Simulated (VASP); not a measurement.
# MgO2 (I4/mcm) in VASP: a series of runs, part 2 of 2

VASP 6.6.1. The steps go on from the part before.

## Step 3: Relaxation of cell and atoms, LDA, target pressure 130 GPa, at which the enthalpy is minimised

This run uses another cell than the first one, of 8.63 Å³/atom.

The input, INCAR:

```
ALGO     = Normal         # electronic algorithm
EDIFF    = 1E-7           # SCF threshold, eV
EDIFFG   = -0.002         # ionic threshold
ENCUT    = 600            # plane-wave cutoff, eV
GGA      = CA             # functional
IBRION   = 2              # ionic algorithm
ISIF     = 3              # what is computed and relaxed
ISMEAR   = 0              # smearing method
LASPH    = T              # aspherical terms in the spheres
LCHARG   = F              # write CHGCAR
LREAL    = F              # projectors in reciprocal space
LWAVE    = F              # write WAVECAR
NELM     = 100            # most SCF steps
NSW      = 100            # ionic steps
PREC     = Accurate       # precision mode
PSTRESS  = 1300.0       
SIGMA    = 0.02           # smearing width, eV
```

The input, KPOINTS:

```
k-points
0
Gamma
  8 8 8
```

The input, POSCAR:

```
MgO2
1.0
   -2.2358364300      2.2358364300      2.5899110000
    2.2358364300     -2.2358364300      2.5899110000
    2.2358364300      2.2358364300     -2.5899110000
Mg O
2 4
Direct
    0.2500000000      0.2500000000      0.0000000000
    0.7500000000      0.7500000000      0.0000000000
    0.1151000000      0.6151000000      0.7302000000
    0.6151000000      0.8849000000      0.5000000000
    0.8849000000      0.3849000000      0.2698000000
    0.3849000000      0.1151000000      0.5000000000
```

Potentials or basis: VASP PAW LDA potentials, release 64 (Mg, O).

The run is started by

```
cat potpaw_LDA.64/Mg/POTCAR potpaw_LDA.64/O/POTCAR > POTCAR
mpirun -np 1 vasp_std > vasp.out
```

OUTCAR:

```text
EDIFF = 1E-7
   EDIFFG = -0.002
   ENCUT = 600
   GGA = CA
   IBRION = 2
   ISIF = 3
   ISMEAR = 0
   LASPH = T
   LREAL = F
   NELM = 100
   NSW = 100
   PREC = Accurate
   PSTRESS = 1300.0

 ion  position               nearest neighbor table
   1  0.250  0.250  0.000-   5 2.21   3 2.21   4 2.21   6 2.21   6 2.21   3 2.21   4 2.21   5 2.21
                             2 2.59   2 2.59   2 3.16   2 3.16   2 3.16   2 3.16
   2  0.750  0.750  0.000-   5 2.21   3 2.21   4 2.21   6 2.21   4 2.21   6 2.21   3 2.21   5 2.21
                             1 2.59   1 2.59   1 3.16   1 3.16   1 3.16   1 3.16
   3  0.115  0.615  0.730-   5 1.46   1 2.21   1 2.21   2 2.21   2 2.21
   4  0.615  0.885  0.500-   6 1.46   2 2.21   1 2.21   2 2.21   1 2.21
   5  0.885  0.385  0.270-   3 1.46   2 2.21   1 2.21   2 2.21   1 2.21
   6  0.385  0.115  0.500-   4 1.46   1 2.21   2 2.21   1 2.21   2 2.21

  LATTYP: Found a body centered tetragonal cell.
 ALAT       =     4.4716728600
 C/A-ratio  =     1.1583633602

  Lattice vectors:

 A1 = (  -2.2358364300,   2.2358364300,   2.5899110000)
 A2 = (   2.2358364300,  -2.2358364300,   2.5899110000)
 A3 = (   2.2358364300,   2.2358364300,  -2.5899110000)

Analysis of symmetry for initial positions (statically):
=====================================================================
 Subroutine PRICEL returns:
 Original cell was already a primitive cell.

 Routine SETGRP: Setting up the symmetry group for a
 body centered tetragonal supercell.

 Subroutine GETGRP returns: Found 16 space group operations
 (whereof  8 operations were pure point group operations)
 out of a pool of 16 trial point group operations.

The static configuration has the point symmetry C_4h.
 The point group associated with its full space group is D_4h.

Analysis of symmetry for dynamics (positions and initial velocities):
=====================================================================
 Subroutine PRICEL returns:
 Original cell was already a primitive cell.

 Routine SETGRP: Setting up the symmetry group for a
 body centered tetragonal supercell.

 Subroutine GETGRP returns: Found 16 space group operations
 (whereof  8 operations were pure point group operations)
[... 144 lines left out ...]
 Gauss-broadening in eV      SIGMA  =   0.02
  energy-cutoff  :      600.00
  volume of cell :       51.79
 maximum number of plane-waves:      1748
 NGX is ok and might be reduce to    36
   NGX = 17   NGY = 17   NGZ = 17

--------------------------------------- Ionic step        1  -------------------------------------------

 number of electron      27.9999999 magnetization

 Free energy of the ion-electron system (eV)
  ---------------------------------------------------
  ext. energy  EPLUGINS =         0.00000000
  ---------------------------------------------------
  free energy    TOTEN  =       -36.33383402 eV

  energy without entropy =      -36.33383402  energy(sigma->0) =      -36.33383402

------------------------ aborting loop because EDIFF is reached ----------------------------------------

  FORCE on cell =-STRESS in cart. coord.  units (eV):
  Direction    XX          YY          ZZ          XY          YZ          ZX
  --------------------------------------------------------------------------------------
  -------------------------------------------------------------------------------------
  Total       -5.0618105     -5.0618105      1.9656292      0.0000000      0.0000000      0.0000000
  in kB     -156.5999347   -156.5999347     60.8117212      0.0000000      0.0000000      0.0000000
  external PRESSURE =   -1384.1293827 kB  Pullay stress =    1300.0000000 kB
[... 109 lines left out ...]
  energy  without entropy=      -34.9455904180  energy(sigma->0) =      -34.94559042

  enthalpy is  TOTEN    =        -2.3233636572 eV   P V=       32.6222267608

 E-fermi :  10.3489     XC(G=0): -14.3215

 val. band max:       10.2366476863   @ k =   0.5000   0.5000   0.5000
 cond. band min:      14.5555542649   @ k =  -0.2500   0.2500   0.0000
 fundamental gap:      4.3189065785
 Fermi energy:        10.3489279956

 k-point     1 :       0.0000    0.0000    0.0000
  band No.  band energies     occupation
      1     -17.0827      2.00000
      2     -13.2684      2.00000
      3      -6.5028      2.00000
      4      -6.5028      2.00000
      5       0.1027      2.00000
      6       0.4366      2.00000
[... 493 lines left out ...]
     17      22.1337      0.00000
     18      22.1337      0.00000

 [... further k-points ...]

[... ionic steps 4 to 13 ...]

--------------------------------------- Ionic step       14  -------------------------------------------

 number of electron      27.9999996 magnetization

------------------------ aborting loop because EDIFF is reached ----------------------------------------
[... 79 lines left out ...]
--------------------------------------- Ionic step       16  -------------------------------------------

 number of electron      27.9999996 magnetization

 Free energy of the ion-electron system (eV)
  ---------------------------------------------------
  ext. energy  EPLUGINS =         0.00000000
  ---------------------------------------------------
  free energy    TOTEN  =       -32.29074299 eV

  energy without entropy =      -32.29074299  energy(sigma->0) =      -32.29074299

 E-fermi :   9.8511     XC(G=0): -14.1662

 val. band max:        9.7402871909   @ k =   0.5000   0.5000   0.5000
 cond. band min:      13.7596341336   @ k =  -0.2500   0.2500   0.0000
 fundamental gap:      4.0193469427
 Fermi energy:         9.8510546265

 k-point     1 :       0.0000    0.0000    0.0000
  band No.  band energies     occupation
      1     -17.0198      2.00000
      2     -13.2639      2.00000
      3      -6.8728      2.00000
      4      -6.8728      2.00000
      5      -0.0220      2.00000
      6       0.1824      2.00000
[... 532 lines left out ...]
  energy  without entropy=      -32.2907429904  energy(sigma->0) =      -32.29074299

  enthalpy is  TOTEN    =        -4.3022612600 eV   P V=       27.9884817303

 reached required accuracy - stopping structural energy minimisation
```

Run time: 3.6 min. Hardware: 1 thread of Intel Xeon 6975P-C (Granite Rapids), shared host; peak memory 0.23 GiB.

What came out:

```
Free energy                                                : -32.2907 eV
Relaxed volume                                             : 5.75 Å³/atom
Relaxed cell                                               : a = 3.572 Å, b = 3.572 Å, c = 3.572 Å, α = 113.92°, β = 113.92°, γ = 100.90°
Space group after relaxing (to 0.1 Å)                      : I4/mcm (No. 140)
Energy change on relaxing (the run minimises the enthalpy) : +673.8 meV/atom
Ionic steps                                                : 16
Pressure after relaxing                                    : 130.0 GPa
Band gap on the k mesh                                     : 4.02 eV (least direct gap 5.09 eV)
```

The path:
```
step  energy change (eV)  largest force (eV/Å)  pressure (GPa)  volume (Å³)
   1              0.0000                0.7192           -8.41        51.79
   2            130.1442               39.2546         3504.69        13.56
   3              1.3882                4.5563           59.60        40.21
   4              2.3299                5.3842           84.71        38.05
   5              4.4987                6.9089          137.00        34.81
   6             16.2682                7.2806          323.90        28.99
   7              4.8639                0.5378          149.91        33.56
   8              2.7505                0.5456           97.40        36.34
   9              4.0184                0.0934          129.50        34.52
  10              4.0342                0.1018          129.86        34.51
  11              4.0709                0.1484          130.45        34.46
  12              4.0483                0.0027          130.08        34.49
  13              4.0416                0.0008          129.95        34.50
  14              4.0408                0.0013          129.93        34.50
  15              4.0449                0.0035          130.04        34.49
  16              4.0431                0.0014          130.00        34.49
```

Final structure:
```
Mg O
1.0
    -1.94733    1.94733    2.27409
     1.94733   -1.94733    2.27409
     1.94733    1.94733   -2.27409
Mg O
2 4
Cartesian
  0.0000 0.0000 1.1370
  0.0000 0.0000 3.4111
  2.4321 0.4848 0.0000
  1.4625 0.4848 2.2741
  -0.4848 1.4625 2.2741
  0.4848 1.4625 0.0000
```

Caveat: the cell is relaxed towards a set pressure, so the run minimises the enthalpy, not the energy; the volume moved by over 15 % at a fixed basis, so the end points are rough. A k mesh can miss the band edges.

## Step 4: Single point, LDA

The input, INCAR:

```
ALGO     = Normal         # electronic algorithm
EDIFF    = 1E-7           # SCF threshold, eV
ENCUT    = 520            # plane-wave cutoff, eV
GGA      = CA             # functional
ISIF     = 2              # what is computed and relaxed
ISMEAR   = 0              # smearing method
LASPH    = T              # aspherical terms in the spheres
LCHARG   = F              # write CHGCAR
LREAL    = F              # projectors in reciprocal space
LWAVE    = F              # write WAVECAR
NBANDS   = 23             # bands
NELM     = 100            # most SCF steps
PREC     = Accurate       # precision mode
SIGMA    = 0.02           # smearing width, eV
```

KPOINTS is that of step 3.

The input, POSCAR:

```
MgO2
1.0
   -1.9472381470      1.9472381470      2.2762241748
    1.9472381470     -1.9472381470      2.2762241748
    1.9472381470      1.9472381470     -2.2762241748
Mg O
2 4
Direct
    0.2500000000      0.2500000000      0.0000000000
    0.7500000000      0.7500000000      0.0000000000
    0.1237137235      0.6237137235      0.7474274470
    0.6237137235      0.8762862765      0.5000000000
    0.8762862765      0.3762862765      0.2525725530
    0.3762862765      0.1237137235      0.5000000000
```

The run is started by

```
cat potpaw_LDA.64/Mg/POTCAR potpaw_LDA.64/O/POTCAR > POTCAR
mpirun -np 1 vasp_std > vasp.out
```

It took 18 s on 1 thread of Intel Xeon 6975P-C (Granite Rapids), shared host; peak memory 0.16 GiB.

Results (log left out):

```
Free energy            : -32.2117 eV
Pressure               : 130.2 GPa
Largest force          : 0.422 eV/Å
Band gap on the k mesh : 4.15 eV (least direct gap 5.23 eV)
```

Forces in eV/Å, atoms in the order of the input:
```
Mg   0.000  0.000  0.000
Mg   0.000  0.000  0.000
O    0.299  0.299  0.000
O   -0.299  0.299  0.000
O   -0.299 -0.299  0.000
O    0.299 -0.299  0.000
```

Stress tensor (GPa, compression positive):
```
131.09   0.00   0.00
  0.00 131.09   0.00
  0.00   0.00 128.33
```

Levels at points of the mesh, in eV from the valence-band top:
```tsv
k point	band 11	band 12	band 13	band 14	band 15	band 16	band 17	band 18
(0.00, 0.00, 0.00)	-5.08	-4.35	-4.35	-0.65	5.69	5.69	8.93	11.85
(0.50, 0.00, 0.00)	-3.18	-3.18	-2.62	-2.62	4.23	4.23	11.47	11.47
(0.50, 0.50, 0.00)	-4.75	-3.17	-2.91	-1.77	4.87	5.32	10.76	11.28
(0.50, 0.50, 0.50)	-4.51	-1.81	-1.81	0.00	5.46	5.46	12.19	12.77
```

Caveat: the cell stands under pressure. A k mesh can miss the band edges.

## Step 5: Relaxation of cell and atoms, LDA, target pressure 130 GPa, at which the enthalpy is minimised

The input, INCAR:

```
ALGO     = Normal         # electronic algorithm
EDIFF    = 1E-6           # SCF threshold, eV
EDIFFG   = -0.002         # ionic threshold
ENCUT    = 600            # plane-wave cutoff, eV
GGA      = CA             # functional
IBRION   = 2              # ionic algorithm
ISIF     = 3              # what is computed and relaxed
ISMEAR   = 0              # smearing method
LASPH    = True           # aspherical terms in the spheres
LCHARG   = False          # write CHGCAR
LREAL    = False          # projectors in reciprocal space
LWAVE    = False          # write WAVECAR
NELM     = 100            # most SCF steps
NSW      = 100            # ionic steps
PREC     = Accurate       # precision mode
PSTRESS  = 1300.0       
SIGMA    = 0.02           # smearing width, eV
```

KPOINTS is that of step 4.

Edit POSCAR of step 4 so:

```diff
@@ -10,5 +10,5 @@
     0.7500000000      0.7500000000      0.0000000000
-    0.1237137235      0.6237137235      0.7474274470
+    0.1237137235      0.6237137235      0.7474274471
     0.6237137235      0.8762862765      0.5000000000
-    0.8762862765      0.3762862765      0.2525725530
+    0.8762862765      0.3762862765      0.2525725529
     0.3762862765      0.1237137235      0.5000000000
```

The run is started by

```
cat potpaw_LDA.64/Mg/POTCAR potpaw_LDA.64/O/POTCAR > POTCAR
mpirun -np 1 vasp_std > vasp.out
```

Wall time 66 s (1 thread of Intel Xeon 6975P-C (Granite Rapids), shared host); peak memory 0.18 GiB.

It converged, with:

```
Free energy                                                : -32.1935 eV
Relaxed volume                                             : 5.75 Å³/atom
Relaxed cell                                               : a = 3.571 Å, b = 3.571 Å, c = 3.571 Å, α = 113.92°, β = 113.92°, γ = 100.90°
Space group after relaxing (to 0.1 Å)                      : I4/mcm (No. 140)
Energy change on relaxing (the run minimises the enthalpy) : +6.4 meV/atom
Ionic steps                                                : 9
Pressure after relaxing                                    : 130.0 GPa
Band gap on the k mesh                                     : 4.01 eV (least direct gap 5.08 eV)
```

Step by step:
```tsv
step	energy change (eV)	largest force (eV/Å)	pressure (GPa)	volume (Å³)
1	0.0000	0.4106	129.55	34.52
2	0.1010	1.1918	129.26	34.44
3	0.0113	0.0019	129.33	34.50
4	0.0944	0.0025	131.35	34.40
5	0.0382	0.0010	130.00	34.47
6	0.0387	0.0009	130.01	34.47
7	0.0381	0.0034	130.01	34.47
8	0.0383	0.0022	130.01	34.47
9	0.0384	0.0012	130.01	34.47
```

Final structure:
```
Mg O
1.0
    -1.94682    1.94682    2.27374
     1.94682   -1.94682    2.27374
     1.94682    1.94682   -2.27374
Mg O
2 4
Direct
  0.25000 0.25000 0.00000
  0.75000 0.75000 0.00000
  0.12457 0.62457 0.74913
  0.62457 0.87543 0.50000
  0.87543 0.37543 0.25087
  0.37543 0.12457 0.50000
```

Levels at points of the mesh, in eV from the valence-band top:
| k point | band 11 | band 12 | band 13 | band 14 | band 15 | band 16 | band 17 | band 18 |
| --- | --- | --- | --- | --- | --- | --- | --- | --- |
| (0.00, 0.00, 0.00) | -4.98 | -4.36 | -4.36 | -0.65 | 5.53 | 5.53 | 9.01 | 11.94 |
| (0.50, 0.00, 0.00) | -3.17 | -3.17 | -2.62 | -2.62 | 4.08 | 4.08 | 11.57 | 11.57 |
| (0.50, 0.50, 0.00) | -4.65 | -3.19 | -2.93 | -1.77 | 4.71 | 5.15 | 10.84 | 11.39 |
| (0.50, 0.50, 0.50) | -4.43 | -1.81 | -1.81 | 0.00 | 5.31 | 5.31 | 12.33 | 12.87 |

Caveat: the cell is relaxed towards a set pressure, so the run minimises the enthalpy, not the energy.

## Step 6: Summary

| task | cell | cutoff (eV) | gap on the mesh (eV) | pressure (GPa) |
| --- | --- | --- | --- | --- |
| single point | a = 3.573 Å, angles 113.9, 113.9, 100.8°, 6 atoms, atomic positions A | 520 | 4.15 | 130.2 |
| relaxation of cell and atoms | relaxed to 130 GPa from a = 4.087 Å, angles 113.7, 113.7, 101.4°, 6 atoms, atomic positions B | 600 | 4.02 | 130.0 |
| relaxation of cell and atoms | relaxed to 130 GPa from a = 3.573 Å, angles 113.9, 113.9, 100.8°, 6 atoms, atomic positions A | 600 | 4.01 | 130.0 |

Alike in all rows: level LDA; potentials or basis VASP PAW LDA potentials, release 64 (Mg, O); no spin polarisation; k mesh 8 × 8 × 8; smearing gaussian 0.02 eV.

Caveats: the cell is relaxed towards a set pressure, so the run minimises the enthalpy, not the energy (at least some runs); the cell stands under pressure (at least some runs); the volume moved by over 15 % at a fixed basis, so the end points are rough (at least some runs).

Total energies depend on the potentials used, so only differences within one code and one set of settings carry meaning.
